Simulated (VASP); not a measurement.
# BN (P6_3/mmc) in VASP: further runs, part 2 of 2

VASP 6.6.1. The steps go on from the part before.

**3. Single point, r2SCAN**

POSCAR reads:

```
BN
1.0
    2.5064254139      0.0000000000      0.0000000000
   -1.2532127069      2.1706280811      0.0000000000
    0.0000000000      0.0000000000      6.6141239161
B N
2 2
Direct
    0.3333333333      0.6666666667      0.2500000000
    0.6666666667      0.3333333333      0.7500000000
    0.3333333333      0.6666666667      0.7500000000
    0.6666666667      0.3333333333      0.2500000000
```

INCAR.step1 reads:

```
  PREC = Accurate
  ENCUT = 520
  ISMEAR = 0
  SIGMA = 0.02
  LREAL = False
  LASPH = True
  NELM = 60
  NBANDS = 16
  GGA = PE
  ALGO = Normal
  EDIFF = 1E-4
  LWAVE = True
  LCHARG = False
```

INCAR.step2 reads:

```
  PREC = Accurate
  ENCUT = 520
  EDIFF = 1E-6
  ISMEAR = 0
  SIGMA = 0.02
  LREAL = False
  LASPH = True
  NELM = 60
  ALGO = Normal
  ISIF = 2
  LWAVE = False
  LCHARG = False
  METAGGA = R2SCAN
  LMIXTAU = True
  NBANDS = 16
  ISTART = 1
```

KPOINTS reads:

```
regular mesh
0
Gamma
  12 12 4
```

Potentials or basis: VASP PAW PBE potentials, release 64 (B, N).

Run with:

```
$ cat potpaw_PBE.64/B/POTCAR potpaw_PBE.64/N/POTCAR > POTCAR
$ cp INCAR.step1 INCAR
$ mpirun -np 1 vasp_std > vasp.out
$ cp INCAR.step2 INCAR
$ mpirun -np 1 vasp_std > vasp.out
```

It took 92 s on 1 thread of Intel Xeon Platinum 8259CL at 2.50GHz (Skylake/Cascade Lake), shared host; peak memory 0.16 GiB.

Results (log left out):

```
Free energy            : -38.5913 eV
Pressure               : -0.9 GPa
Band gap on the k mesh : 4.86 eV, indirect (least direct gap 5.28 eV)
```

Stress tensor (GPa, compression positive):
```
-1.68  0.00  0.00
 0.00 -1.68  0.00
 0.00  0.00  0.79
```

Levels at points of the mesh, in eV from the valence-band top:
| k point | band 4 | band 5 | band 6 | band 7 | band 8 | band 9 | band 10 | band 11 | band 12 | band 13 |
| --- | --- | --- | --- | --- | --- | --- | --- | --- | --- | --- |
| (0.00, 0.00, 0.00) | -4.14 | -1.36 | -1.36 | -1.32 | -1.32 | 5.67 | 11.13 | 12.27 | 12.27 | 12.41 |
| (0.50, 0.00, 0.00) | -9.18 | -4.29 | -4.21 | -1.46 | -0.42 | 4.86 | 6.35 | 10.19 | 10.62 | 13.31 |
| (0.00, 0.00, 0.50) | -5.39 | -1.34 | -1.34 | -1.34 | -1.34 | 8.18 | 8.18 | 12.34 | 12.34 | 12.34 |
| (0.50, 0.00, 0.50) | -9.22 | -4.25 | -4.25 | -0.92 | -0.92 | 5.34 | 5.34 | 10.61 | 10.61 | 14.34 |

Caveat: the PAW data sets were made with another functional, which shifts forces and pressure a little. A k mesh can miss the band edges.

**4. Single point, PBE+D3(BJ) (volume scaled by 0.88, then relaxed in part)**

INCAR reads:

```
SYSTEM = BN
PREC = Accurate
ENCUT = 520
EDIFF = 1E-6
ISMEAR = 0
SIGMA = 0.02
LREAL = .FALSE.
LASPH = .TRUE.
NELM = 80
ALGO = Normal
ISIF = 2
LWAVE = .FALSE.
LCHARG = .FALSE.
GGA = PE
IVDW = 12
NBANDS = 16
```

KPOINTS reads:

```
regular mesh
0
G
  12 12 4
  0 0 0
```

POSCAR reads:

```
BN
1.0
    2.4931381271      0.0000000000      0.0000000000
   -1.2465690636      2.1591209532      0.0000000000
    0.0000000000      0.0000000000      5.8826347918
B N
2 2
Direct
    0.3333333333      0.6666666667      0.2500000000
    0.6666666667      0.3333333333      0.7500000000
    0.3333333333      0.6666666667      0.7500000000
    0.6666666667      0.3333333333      0.2500000000
```

Run with:

```
$ cat potpaw_PBE.64/B/POTCAR potpaw_PBE.64/N/POTCAR > POTCAR
$ mpirun -np 1 vasp_std > vasp.out
```

Wall time 15 s (1 thread of Intel Xeon Platinum 8559C (Emerald Rapids), shared host); peak memory 0.17 GiB.

Results (log left out):

- Free energy: -35.6448 eV
- Pressure: 6.6 GPa
- Band gap on the k mesh: 4.10 eV, indirect (least direct gap 4.35 eV)
- Dispersion energy per atom: -0.164 eV

Stress tensor (GPa, compression positive):
```
6.78 0.00 0.00
0.00 6.78 0.00
0.00 0.00 6.37
```

Levels at points of the mesh, in eV from the valence-band top:
```csv
k point,band 5,band 6,band 7,band 8,band 9,band 10,band 11,band 12
"(0.00, 0.00, 0.00)",-1.44,-1.44,-1.32,-1.32,6.17,11.46,11.46,11.67
"(0.50, 0.00, 0.00)",-4.31,-4.12,-2.05,-0.25,4.10,6.28,9.76,9.82
"(0.00, 0.00, 0.50)",-1.38,-1.38,-1.38,-1.38,9.19,9.19,11.61,11.61
"(0.50, 0.00, 0.50)",-4.22,-4.22,-1.04,-1.04,4.65,4.65,10.04,10.04
```

 A k mesh can miss the band edges.

**5. Single point, PBE+D3(BJ) (volume scaled by 0.91, then relaxed in part)**

INCAR reads:

```
SYSTEM = BN
PREC = Accurate
ENCUT = 520
EDIFF = 1E-7
ISMEAR = 0
SIGMA = 0.02
LREAL = .False.
LASPH = .True.
NELM = 100
ALGO = Normal
ISIF = 2
LWAVE = .False.
LCHARG = .False.
GGA = PE
IVDW = 12
NBANDS = 16
```

KPOINTS reads:

```
Automatic mesh
0
Gamma
  12 12 4
  0 0 0
```

POSCAR reads:

```
BN
1.0
    2.4975108926      0.0000000000      0.0000000000
   -1.2487554463      2.1629078792      0.0000000000
    0.0000000000      0.0000000000      6.0618963465
B N
2 2
Direct
    0.3333333333      0.6666666667      0.2500000000
    0.6666666667      0.3333333333      0.7500000000
    0.3333333333      0.6666666667      0.7500000000
    0.6666666667      0.3333333333      0.2500000000
```

Run with:

```
$ cat potpaw_PBE.64/B/POTCAR potpaw_PBE.64/N/POTCAR > POTCAR
$ mpirun -np 1 vasp_std > vasp.out
```

Run time: 16 s. Hardware: 1 thread of Intel Xeon Platinum 8559C (Emerald Rapids), shared host; peak memory 0.17 GiB.

It converged, with:

| Quantity | Value |
| --- | --- |
| Free energy | -35.6809 eV |
| Pressure | 4.2 GPa |
| Band gap on the k mesh | 4.11 eV, indirect (least direct gap 4.41 eV) |
| Dispersion energy per atom | -0.158 eV |

Stress tensor (GPa, compression positive):
```
4.37 0.00 0.00
0.00 4.37 0.00
0.00 0.00 4.00
```

Levels at points of the mesh, in eV from the valence-band top:
| k point | band 6 | band 7 | band 8 | band 9 | band 10 | band 11 |
| --- | --- | --- | --- | --- | --- | --- |
| (0.00, 0.00, 0.00) | -1.42 | -1.33 | -1.33 | 5.88 | 11.31 | 11.47 |
| (0.50, 0.00, 0.00) | -4.12 | -1.88 | -0.30 | 4.11 | 6.08 | 9.65 |
| (0.00, 0.00, 0.50) | -1.37 | -1.37 | -1.37 | 8.74 | 8.74 | 11.59 |
| (0.50, 0.00, 0.50) | -4.20 | -1.02 | -1.02 | 4.65 | 4.65 | 9.98 |

 A k mesh can miss the band edges.

**6. Single point, PBE+D3(BJ) (volume scaled by 0.94, then relaxed in part)**

INCAR reads:

```
SYSTEM = BN
PREC = Accurate
ENCUT = 520
EDIFF = 1E-6
ISMEAR = 0
SIGMA = 0.02
LREAL = .FALSE.
LASPH = .TRUE.
NELM = 100
ALGO = Normal
ISIF = 2
LWAVE = .FALSE.
LCHARG = .FALSE.
GGA = PE
IVDW = 12
NBANDS = 16
```

KPOINTS reads:

```
Automatic mesh
0
G
  12 12 4
  0 0 0
```

POSCAR reads:

```
BN
1.0
    2.5011609098      0.0000000000      0.0000000000
   -1.2505804549      2.1660688868      0.0000000000
    0.0000000000      0.0000000000      6.2434765408
B N
2 2
Direct
    0.3333333333      0.6666666667      0.2500000000
    0.6666666667      0.3333333333      0.7500000000
    0.3333333333      0.6666666667      0.7500000000
    0.6666666667      0.3333333333      0.2500000000
```

Potentials or basis: VASP PAW PBE potentials, release 64 (B, N).

Run with:

```
$ cat potpaw_PBE.64/B/POTCAR potpaw_PBE.64/N/POTCAR > POTCAR
$ mpirun -np 1 vasp_std > vasp.out
```

Wall time 15 s (1 thread of Intel Xeon Platinum 8559C (Emerald Rapids), shared host); peak memory 0.17 GiB.

Results (log left out):

| Item | Value |
| --- | --- |
| Free energy | -35.7030 eV |
| Pressure | 2.4 GPa |
| Band gap on the k mesh | 4.15 eV, indirect (least direct gap 4.49 eV) |
| Dispersion energy per atom | -0.152 eV |

Stress tensor (GPa, compression positive):
```
2.53 0.00 0.00
0.00 2.53 0.00
0.00 0.00 2.20
```

Levels at points of the mesh, in eV from the valence-band top:
```tsv
k point	band 6	band 7	band 8	band 9	band 10	band 11
(0.00, 0.00, 0.00)	-1.39	-1.33	-1.33	5.64	10.98	11.48
(0.50, 0.00, 0.00)	-4.11	-1.73	-0.35	4.15	5.91	9.58
(0.00, 0.00, 0.50)	-1.36	-1.36	-1.36	8.35	8.35	11.58
(0.50, 0.00, 0.50)	-4.17	-0.99	-0.99	4.67	4.67	9.94
```

 A k mesh can miss the band edges.

**7. Overview**

| level | cell | gap on the mesh (eV) | pressure (GPa) |
| --- | --- | --- | --- |
| PBEsol | a = 2.506, b = 2.506, c = 6.614 Å, angles 90.0, 90.0, 120.0°, 4 atoms | 4.16 | 0.1 |
| r2SCAN | a = 2.506, b = 2.506, c = 6.614 Å, angles 90.0, 90.0, 120.0°, 4 atoms | 4.86 | -0.9 |
| PBE+D3(BJ) | a = 2.493, b = 2.493, c = 5.883 Å, angles 90.0, 90.0, 120.0°, 4 atoms | 4.10 | 6.6 |
| PBE+D3(BJ) | a = 2.498, b = 2.498, c = 6.062 Å, angles 90.0, 90.0, 120.0°, 4 atoms | 4.11 | 4.2 |
| PBE+D3(BJ) | a = 2.501, b = 2.501, c = 6.243 Å, angles 90.0, 90.0, 120.0°, 4 atoms | 4.15 | 2.4 |

Alike in all rows: task single point; potentials or basis VASP PAW PBE potentials, release 64 (B, N); no spin polarisation; k mesh 12 × 12 × 4; cutoff (eV) 520; smearing gaussian 0.02 eV.

Caveats: the PAW data sets were made with another functional, which shifts forces and pressure a little (some runs); this functional lacks dispersion, which binds the layers, so the pressure and a relaxed spacing across them are unreliable (some runs).

Total energies depend on the potentials used, so only differences within one code and one set of settings carry meaning.
